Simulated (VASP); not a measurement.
Runs of VASP 6.6.1 on CdSe. The structure is that of space group F-43m (No. 216), or close to it. The cells are those of the table. 

```csv
cell,gap on the mesh (eV),pressure (GPa)
"a = 4.342 Å, angles 60.0°, 2 atoms",1.02,0.1
"a = 4.253 Å, angles 60.0°, 2 atoms",(c),3.8
"a = 4.399 Å, angles 60.0°, 2 atoms",0.93,(d)
"a = 4.371 Å, angles 60.0°, 2 atoms",0.98,-0.9
"a = 4.283 Å, angles 60.0°, 2 atoms",(a),2.4
"a = 4.313 Å, angles 60.0°, 2 atoms",1.07,1.2
"a = 4.427 Å, angles 60.0°, 2 atoms",(b),-2.6
```

Alike in all rows: task single point; level r2SCAN; potentials or basis VASP PAW PBE potentials, release 64 (Cd, Se); no spin polarisation; k mesh 6 × 6 × 6; cutoff (eV) 520; smearing gaussian 0.01 eV.

Task: Estimate the missing entries.

Result: (a) 1.11; (b) 0.89; (c) 1.16; (d) -1.8.

Caveats: the PAW data sets were made with another functional, which shifts forces and pressure a little.

A k mesh can miss the band edges, and the runs leave out spin-orbit coupling on Cd, Se.
